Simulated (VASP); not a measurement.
# Cd (Im-3m) in VASP: a series of runs

The runs below take Cd through single point, with LDA.

Everything below comes from runs of VASP 6.6.1. Logs are shortened: lines on timing, memory, paths and dates and some standing lists are left out, and cuts for length are marked.

## Step 1: The cell of the first run

Symmetry: Im-3m, No. 229, cubic system. Conventional cell: a = 3.483 Å, b = 3.483 Å, c = 3.483 Å, α = 90.00°, β = 90.00°, γ = 90.00°. Cd (site symmetry m-3m) has 14 Cd at 3.02 to 3.48 Å within 4.0 Å.

## Step 2: Single point, LDA (volume scaled by 1.04)

Contents of INCAR:

```
SYSTEM = Cd
PREC = Accurate
ENCUT = 520
EDIFF = 1E-6
ISMEAR = -1
SIGMA = 0.1
LREAL = .FALSE.
LASPH = .TRUE.
NELM = 80
ALGO = Normal
ISIF = 2
LWAVE = .FALSE.
LCHARG = .FALSE.
GGA = CA
NBANDS = 12
```

Contents of KPOINTS:

```
regular mesh
0
G
  14 14 14
  0 0 0
```

Contents of POSCAR:

```
Cd
1.0
   -1.7417282086      1.7417282086      1.7417282086
    1.7417282086     -1.7417282086      1.7417282086
    1.7417282086      1.7417282086     -1.7417282086
Cd
1
Direct
    0.0000000000      0.0000000000      0.0000000000
```

Potentials or basis: VASP PAW LDA potentials, release 64 (Cd).

On the command line:

```
$ cat potpaw_LDA.64/Cd/POTCAR > POTCAR
$ mpirun -np 1 vasp_std > vasp.out
```

OUTCAR:

```text
SYSTEM = Cd
   PREC = Accurate
   ENCUT = 520
   EDIFF = 1E-6
   ISMEAR = -1
   LREAL = .FALSE.
   LASPH = .TRUE.
   NELM = 80
   ISIF = 2
   GGA = CA

 ion  position               nearest neighbor table
   1  0.000  0.000  0.000-

  LATTYP: Found a body centered cubic cell.
 ALAT       =     3.4834564172

  Lattice vectors:

 A1 = (  -1.7417282086,   1.7417282086,   1.7417282086)
 A2 = (   1.7417282086,  -1.7417282086,   1.7417282086)
 A3 = (   1.7417282086,   1.7417282086,  -1.7417282086)

Analysis of symmetry for initial positions (statically):
=====================================================================
 Subroutine PRICEL returns:
 Original cell was already a primitive cell.

 Routine SETGRP: Setting up the symmetry group for a
 body centered cubic supercell.

 Subroutine GETGRP returns: Found 48 space group operations
 (whereof 48 operations were pure point group operations)
 out of a pool of 48 trial point group operations.

The static configuration has the point symmetry O_h .

Analysis of symmetry for dynamics (positions and initial velocities):
=====================================================================
 Subroutine PRICEL returns:
 Original cell was already a primitive cell.

 Routine SETGRP: Setting up the symmetry group for a
 body centered cubic supercell.

 Subroutine GETGRP returns: Found 48 space group operations
 (whereof 48 operations were pure point group operations)
 out of a pool of 48 trial point group operations.

The dynamic configuration has the point symmetry O_h .

 Subroutine INISYM returns: Found 48 space group operations
 (whereof 48 operations are pure point group operations),
 and found     1 'primitive' translations

----------------------------------------------------------------------------------------

                                     Primitive cell

  volume of cell :      21.1349

  direct lattice vectors                    reciprocal lattice vectors
    -1.741728209  1.741728209  1.741728209     0.000000000  0.287071196  0.287071196
     1.741728209 -1.741728209  1.741728209     0.287071196  0.000000000  0.287071196
     1.741728209  1.741728209 -1.741728209     0.287071196  0.287071196  0.000000000

  length of vectors
     3.016761750  3.016761750  3.016761750     0.405979979  0.405979979  0.405979979

  position of ions in fractional coordinates (direct lattice)
     0.000000000  0.000000000  0.000000000

  ion indices of the primitive-cell ions
   primitive index   ion index
                 1           1

----------------------------------------------------------------------------------------

 KPOINTS: regular mesh

Automatic generation of k-mesh.
 Grid dimensions read from file:
 generate k-points for:   14   14   14

 Generating k-lattice:

  Cartesian coordinates                     Fractional coordinates (reciprocal lattice)
     0.000000000  0.020505085  0.020505085     0.071428571  0.000000000  0.000000000
     0.020505085  0.000000000  0.020505085     0.000000000  0.071428571  0.000000000
     0.020505085  0.020505085  0.000000000     0.000000000  0.000000000  0.071428571

  Length of vectors
     0.028998570  0.028998570  0.028998570

  Shift w.r.t. Gamma in fractional coordinates (k-lattice)
     0.000000000  0.000000000  0.000000000

 Subroutine IBZKPT returns following result:
 ===========================================

 Found    104 irreducible k-points:

 Following reciprocal coordinates:
            Coordinates               Weight
  0.000000  0.000000  0.000000      1.000000
  0.071429  0.000000  0.000000     12.000000
  0.142857  0.000000  0.000000     12.000000
  0.214286  0.000000  0.000000     12.000000
  0.285714  0.000000  0.000000     12.000000
  0.357143  0.000000  0.000000     12.000000
[... 16 lines left out ...]
  0.285714  0.285714  0.000000     24.000000
  0.357143  0.285714  0.000000     24.000000
 [... further k-points ...]
   k-points           NKPTS =    104   k-points in BZ     NKDIM =    104   number of bands    NBANDS=     12
   number of dos      NEDOS =    301   number of ions     NIONS =      1
   total plane-waves  NPLWV =  13824
   dimension x,y,z NGX =    24 NGY =   24 NGZ =   24
   dimension x,y,z NGXF=    48 NGYF=   48 NGZF=   48
   ions per type =               1
   NGX,Y,Z   is equivalent  to a cutoff of  13.23, 13.23, 13.23 a.u.
   NGXF,Y,Z  is equivalent  to a cutoff of  26.45, 26.45, 26.45 a.u.
 SYSTEM =  Cd
   PREC   = accura    normal or accurate (medium, high low for compatibility)
   ISTART =      0    job   : 0-new  1-cont  2-samecut
   ICHARG =      2    charge: 1-file 2-atom 10-const
   ISPIN  =      1    spin polarized calculation?
   LNONCOLLINEAR =      F non collinear calculations
   LSORBIT =      F    spin-orbit coupling
   LASPH  =      T    aspherical Exc in radial PAW
   ENCUT  =  520.0 eV  38.22 Ry    6.18 a.u.   5.61  5.61  5.61*2*pi/ulx,y,z
   NELM   =     80;   NELMIN=  2; NELMDL= -5     # of ELM steps
   EDIFF  = 0.1E-05   stopping-criterion for ELM
   LREAL  =      F    real-space projection
   EDIFFG = 0.1E-04   stopping-criterion for IOM
   NSW    =      0    number of steps for IOM
   IBRION =     -1    ionic relax: 0-MD 1-quasi-New 2-CG
   NFREE  =      0    steps in history (QN), initial steepest desc. (CG)
   ISIF   =      2    stress and relaxation
   ISYM   =      2    0-nonsym 1-usesym 2-fastsym
   POTIM  = 0.5000    time-step for ionic-motion
   TEBEG  =    0.0;   TEEND  =   0.0 temperature during run
   PSTRESS=    0.0 pullay stress
   NELECT =      12.0000    total number of electrons
   NUPDOWN=      -1.0000    fix difference up-down
   EMIN   =  10.00;   EMAX   =-10.00  energy-range for DOS
   EFERMI =   0.00;   METHOD = LEGACY
   ISMEAR =    -1;   SIGMA  =   0.10  broadening in eV -4-tet -1-fermi 0-gaus
   EFERMI_NEDOS =   21; number of points for ismear=-14 and -15
   IALGO  =     38    algorithm
   IMIX   =      4    mixing-type and parameters
     AMIX     =   0.40;   BMIX     =  1.00
     AMIX_MAG =   1.60;   BMIX_MAG =  1.00
  volume/ion in A,a.u.               =      21.13       142.63
  Fermi-wavevector in a.u.,A,eV,Ry     =   1.355610  2.561732 25.003145  1.837679
  Thomas-Fermi vector in A             =   2.482683
   LORBIT       =      0    0 simple, 1 ext, 2 COOP (PROOUT), +10 PAW based schemes
   GGA     = CA    functional components
   LHFCALC =     F    Hartree Fock is set to
   AEXX    =    0.0000 exact exchange contribution
   IVDW    =     0    specifies the selected vdW correction
   LEPSILON=     F    determine dielectric tensor
   LRPA    =     F    only Hartree local field effects (RPA)
 non-spin polarized calculation
  energy-cutoff  :      520.00
  volume of cell :       21.13
 maximum number of plane-waves:       586
   NGX = 11   NGY = 11   NGZ = 11

 number of electron      11.9999995 magnetization

 Free energy of the ion-electron system (eV)
  ---------------------------------------------------
  ext. energy  EPLUGINS =         0.00000000
  ---------------------------------------------------
  free energy    TOTEN  =        -1.43637987 eV

  energy without entropy =       -1.42276288  energy(sigma->0) =       -1.42957138

 E-fermi :   2.8938     XC(G=0): -11.4989

 val. band max:        2.7891159381   @ k =  -0.4286   0.4286   0.3571
 cond. band min:       2.9011967040   @ k =  -0.4286   0.5000   0.0714
 fundamental gap:      0.1120807659
 Fermi energy:         2.8938389125

 k-point     1 :       0.0000    0.0000    0.0000
  band No.  band energies     occupation
      1      -6.4267      2.00000
      2      -6.4267      2.00000
      3      -6.4267      2.00000
      4      -6.2309      2.00000
      5      -5.7174      2.00000
      6      -5.7174      2.00000
      7      18.6453      0.00000
      8      18.6453      0.00000
      9      18.6453      0.00000
     10      19.6018      0.00000
     11      19.6018      0.00000
     12      19.6018      0.00000

 k-point     2 :       0.0714    0.0000    0.0000
  band No.  band energies     occupation
      1      -6.4451      2.00000
      2      -6.4262      2.00000
      3      -6.3740      2.00000
      4      -6.0840      2.00000
      5      -5.7348      2.00000
      6      -5.7166      2.00000
      7      17.2275      0.00000
      8      18.2114      0.00000
      9      18.4776      0.00000
     10      18.7393      0.00000
     11      18.9334      0.00000
     12      19.2858      0.00000

 k-point     3 :       0.1429    0.0000    0.0000
  band No.  band energies     occupation
      1      -6.4961      2.00000
      2      -6.4554      2.00000
      3      -6.2234      2.00000
      4      -5.8081      2.00000
      5      -5.7140      2.00000
      6      -5.5857      2.00000
      7      14.3692      0.00000
      8      16.8954      0.00000
      9      17.2013      0.00000
     10      18.1074      0.00000
     11      18.4686      0.00000
     12      19.6895      0.00000
[... 286 lines left out ...]
 k-point    23 :       0.2857    0.2857    0.0000
  band No.  band energies     occupation
      1      -6.7539      2.00000
      2      -6.3883      2.00000
      3      -6.0443      2.00000
      4      -5.7433      2.00000
      5      -5.5750      2.00000
      6       1.2212      2.00000
      7       4.8603      0.00000
      8       5.5412      0.00000
      9      12.5102      0.00000
     10      19.5893      0.00000
     11      20.7989      0.00000
     12      24.0516      0.00000

 k-point    24 :       0.3571    0.2857    0.0000
  band No.  band energies     occupation
      1      -6.7557      2.00000
      2      -6.3303      2.00000
      3      -6.1066      2.00000
      4      -5.7005      2.00000
      5      -5.6036      2.00000
      6       3.0697      0.29387
      7       3.0863      0.25477
      8       5.0849      0.00000
      9      12.4082      0.00000
     10      19.8564      0.00000
     11      20.9897      0.00000
     12      23.3056      0.00000

 [... further k-points ...]
[... 5 lines left out ...]
  --------------------------------------------------------------------------------------
  -------------------------------------------------------------------------------------
  Total       -0.2469267     -0.2469267     -0.2469267      0.0000000      0.0000000     -0.0000000
  in kB      -18.7187743    -18.7187743    -18.7187743      0.0000000      0.0000000     -0.0000000
  external PRESSURE =     -18.7187743 kB  Pullay stress =       0.0000000 kB

 VOLUME and BASIS-vectors are now :
 -----------------------------------------------------------------------------
  energy-cutoff  :      520.00
  volume of cell :       21.13
      direct lattice vectors                 reciprocal lattice vectors
    -1.741728209  1.741728209  1.741728209     0.000000000  0.287071196  0.287071196
     1.741728209 -1.741728209  1.741728209     0.287071196  0.000000000  0.287071196
     1.741728209  1.741728209 -1.741728209     0.287071196  0.287071196  0.000000000

 POSITION                                       TOTAL-FORCE (eV/Angst)
 -----------------------------------------------------------------------------------
      0.00000      0.00000      0.00000         0.000000     -0.000000      0.000000
 -----------------------------------------------------------------------------------
    total drift:                                0.000000      0.000000     -0.000000

  FREE ENERGIE OF THE ION-ELECTRON SYSTEM (eV)
  ---------------------------------------------------
  free  energy   TOTEN  =        -1.4363798706 eV

  energy  without entropy=       -1.4227628795  energy(sigma->0) =       -1.42957138
```

Run time: 6.5 s. Hardware: 1 thread of Intel Xeon 6975P-C (Granite Rapids), shared host; peak memory 0.14 GiB.

Results:

```yaml
Free_energy: -1.4364 eV
Pressure: -1.9 GPa
Band_gap_on_the_k_mesh: zero (band 6 reaches 6.31 eV, above the bottom of band 7 at 2.01 eV)
```

## Step 3: Single point, LDA (volume scaled by 1.08)

Contents of INCAR:

```
PREC = Accurate
ENCUT = 520
EDIFF = 1E-6
ISMEAR = -1
SIGMA = 0.1
LREAL = F
LASPH = T
NELM = 100
ALGO = Normal
ISIF = 2
LWAVE = F
LCHARG = F
NBANDS = 12
```

Contents of KPOINTS:

```
Automatic mesh
0
Gamma
  14 14 14
```

Contents of POSCAR:

```
Cd
1.0
   -1.7637777418      1.7637777418      1.7637777418
    1.7637777418     -1.7637777418      1.7637777418
    1.7637777418      1.7637777418     -1.7637777418
Cd
1
Direct
    0.0000000000      0.0000000000      0.0000000000
```

Potentials or basis: VASP PAW LDA potentials, release 64 (Cd).

On the command line:

```
$ cat potpaw_LDA.64/Cd/POTCAR > POTCAR
$ mpirun -np 1 vasp_std > vasp.out
```

OUTCAR:

```text
PREC = Accurate
   ENCUT = 520
   EDIFF = 1E-6
   ISMEAR = -1
   LREAL = F
   LASPH = T
   NELM = 100
   ISIF = 2

 ion  position               nearest neighbor table
   1  0.000  0.000  0.000-

  LATTYP: Found a body centered cubic cell.
 ALAT       =     3.5275554836

  Lattice vectors:

 A1 = (  -1.7637777418,   1.7637777418,   1.7637777418)
 A2 = (   1.7637777418,  -1.7637777418,   1.7637777418)
 A3 = (   1.7637777418,   1.7637777418,  -1.7637777418)

Analysis of symmetry for initial positions (statically):
=====================================================================
 Subroutine PRICEL returns:
 Original cell was already a primitive cell.

 Routine SETGRP: Setting up the symmetry group for a
 body centered cubic supercell.

 Subroutine GETGRP returns: Found 48 space group operations
 (whereof 48 operations were pure point group operations)
 out of a pool of 48 trial point group operations.

The static configuration has the point symmetry O_h .

Analysis of symmetry for dynamics (positions and initial velocities):
=====================================================================
 Subroutine PRICEL returns:
 Original cell was already a primitive cell.

 Routine SETGRP: Setting up the symmetry group for a
 body centered cubic supercell.

 Subroutine GETGRP returns: Found 48 space group operations
 (whereof 48 operations were pure point group operations)
 out of a pool of 48 trial point group operations.

The dynamic configuration has the point symmetry O_h .

 Subroutine INISYM returns: Found 48 space group operations
 (whereof 48 operations are pure point group operations),
 and found     1 'primitive' translations

----------------------------------------------------------------------------------------

                                     Primitive cell

  volume of cell :      21.9478

[... 106 lines left out ...]
     AMIX_MAG =   1.60;   BMIX_MAG =  1.00
  volume/ion in A,a.u.               =      21.95       148.11
  Fermi-wavevector in a.u.,A,eV,Ry     =   1.338663  2.529707 24.381908  1.792020
  Thomas-Fermi vector in A             =   2.467116
   LORBIT       =      0    0 simple, 1 ext, 2 COOP (PROOUT), +10 PAW based schemes
   GGA     = CA    functional components
   LHFCALC =     F    Hartree Fock is set to
   AEXX    =    0.0000 exact exchange contribution
   IVDW    =     0    specifies the selected vdW correction
   LEPSILON=     F    determine dielectric tensor
   LRPA    =     F    only Hartree local field effects (RPA)
 non-spin polarized calculation
  energy-cutoff  :      520.00
  volume of cell :       21.95
 maximum number of plane-waves:       610
   NGX = 11   NGY = 11   NGZ = 11

 number of electron      11.9999997 magnetization

 Free energy of the ion-electron system (eV)
  ---------------------------------------------------
  ext. energy  EPLUGINS =         0.00000000
  ---------------------------------------------------
  free energy    TOTEN  =        -1.42238065 eV

  energy without entropy =       -1.40843320  energy(sigma->0) =       -1.41540693

 E-fermi :   2.5782     XC(G=0): -11.2978

 val. band max:        2.5720141120   @ k =  -0.4286   0.5000   0.0714
 cond. band min:       2.6292529161   @ k =  -0.4286  -0.4286   0.1429
 fundamental gap:      0.0572388041
 Fermi energy:         2.5781811805

 k-point     1 :       0.0000    0.0000    0.0000
  band No.  band energies     occupation
      1      -6.5965      2.00000
      2      -6.5965      2.00000
      3      -6.5965      2.00000
      4      -6.2287      2.00000
      5      -5.9390      2.00000
      6      -5.9390      2.00000
      7      18.1859      0.00000
      8      18.1859      0.00000
      9      18.1859      0.00000
     10      18.7646      0.00000
     11      18.7646      0.00000
     12      18.7646      0.00000
[... 331 lines left out ...]
 k-point    24 :       0.3571    0.2857    0.0000
  band No.  band energies     occupation
      1      -6.8940      2.00000
      2      -6.4954      2.00000
      3      -6.2897      2.00000
      4      -5.9233      2.00000
      5      -5.8329      2.00000
      6       2.7195      0.39141
      7       2.8211      0.16193
      8       4.7501      0.00000
      9      11.8999      0.00000
     10      19.2579      0.00000
     11      20.3859      0.00000
     12      22.3938      0.00000

 [... further k-points ...]
[... 5 lines left out ...]
  --------------------------------------------------------------------------------------
  -------------------------------------------------------------------------------------
  Total       -0.4897154     -0.4897154     -0.4897154      0.0000000     -0.0000000      0.0000000
  in kB      -35.7489102    -35.7489102    -35.7489102      0.0000000     -0.0000000      0.0000000
  external PRESSURE =     -35.7489102 kB  Pullay stress =       0.0000000 kB

 VOLUME and BASIS-vectors are now :
 -----------------------------------------------------------------------------
  energy-cutoff  :      520.00
  volume of cell :       21.95
      direct lattice vectors                 reciprocal lattice vectors
    -1.763777742  1.763777742  1.763777742     0.000000000  0.283482430  0.283482430
     1.763777742 -1.763777742  1.763777742     0.283482430  0.000000000  0.283482430
     1.763777742  1.763777742 -1.763777742     0.283482430  0.283482430  0.000000000

 POSITION                                       TOTAL-FORCE (eV/Angst)
 -----------------------------------------------------------------------------------
      0.00000      0.00000      0.00000        -0.000000      0.000000     -0.000000
 -----------------------------------------------------------------------------------
    total drift:                                0.000000      0.000000      0.000000

  FREE ENERGIE OF THE ION-ELECTRON SYSTEM (eV)
  ---------------------------------------------------
  free  energy   TOTEN  =        -1.4223806511 eV

  energy  without entropy=       -1.4084332018  energy(sigma->0) =       -1.41540693
```

OSZICAR:

```text
N       E                     dE             d eps       ncg     rms          rms(c)
DAV:   1     0.701037147144E+02    0.70104E+02   -0.70169E+03  2680   0.996E+02
DAV:   2    -0.195644228733E+00   -0.70299E+02   -0.66262E+02  2708   0.237E+02
DAV:   3    -0.148758240508E+01   -0.12919E+01   -0.12912E+01  2972   0.359E+01
DAV:   4    -0.148928611789E+01   -0.17037E-02   -0.17037E-02  2720   0.129E+00
DAV:   5    -0.148929023557E+01   -0.41177E-05   -0.41178E-05  2912   0.642E-02    0.314E+00
DAV:   6    -0.143007234564E+01    0.59218E-01   -0.14146E-01  2804   0.479E+00    0.252E+00
DAV:   7    -0.142359650525E+01    0.64758E-02   -0.10169E-02  2816   0.958E-01    0.125E+00
DAV:   8    -0.142237368797E+01    0.12228E-02   -0.13602E-03  2648   0.508E-01    0.461E-02
DAV:   9    -0.142237947790E+01   -0.57899E-05   -0.29915E-06  2788   0.148E-02    0.123E-02
DAV:  10    -0.142238065282E+01   -0.11749E-05   -0.11300E-06  1588   0.137E-02    0.775E-04
DAV:  11    -0.142238065112E+01    0.17003E-08   -0.15626E-08  1340   0.138E-03
   1 F= -.14223807E+01 E0= -.14154069E+01  d E =-.139474E-01
```

stdout:

```text
POSCAR found type information on POSCAR Cd
 POSCAR found :  1 types and       1 ions
 scaLAPACK will be used
 LDA part: xc-table for (Slater(with rela. corr.)+CA(PZ))
 , standard interpolation
 POSCAR, INCAR and KPOINTS ok, starting setup
 FFT: planning ... GRIDC
 FFT: planning ... GRID_SOFT
 FFT: planning ... GRID
 WAVECAR not read
 entering main loop
```

Run time: 8.7 s. Hardware: 1 thread of Intel Xeon 6975P-C (Granite Rapids), shared host; peak memory 0.14 GiB.

Results:

```
Free energy            : -1.4224 eV
Pressure               : -3.6 GPa
Band gap on the k mesh : zero (band 6 reaches 5.99 eV, above the bottom of band 7 at 1.65 eV)
```

[end of part 1 of 2]
